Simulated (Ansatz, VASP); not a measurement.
# Two plane-wave programs on Mg

```
CELL_PARAMETERS angstrom
2.99560 0.00000 0.00000
0.00000 2.99560 0.00000
0.00000 0.00000 2.99560
ATOMIC_POSITIONS crystal
Mg 0.00000 0.00000 0.00000
```

Alike in both runs: functional PBEsol; k mesh 18 × 18 × 18; occupations gaussian, width 0.1 eV; no spin polarisation.

Ansatz relaxed the structure, and its values are those at the end. VASP's run is a single point on that final structure, the one shown.

|  | VASP | Ansatz |
| --- | --- | --- |
| version | VASP 6.6.1 | Ansatz 0.2.0 |
| potentials or method | VASP PAW PBE potentials, release 64 (Mg), cutoff 520 eV | scalar-relativistic, plane waves, PAW |
| valence electrons in the cell | 2 | 10 |

```csv
,VASP,Ansatz,Ansatz less VASP
gap on the k mesh at the Fermi level (eV),none,none,-
pressure (GPa),0.0,0.0,+0.02
```

VASP's potentials were made for PBE, not for PBEsol. A gap of «none» marks a metal or a gap that the smearing closes. VASP's potentials hold 2 valence electrons a cell and Ansatz's 10, so a difference there can come from the potentials and not from the codes.
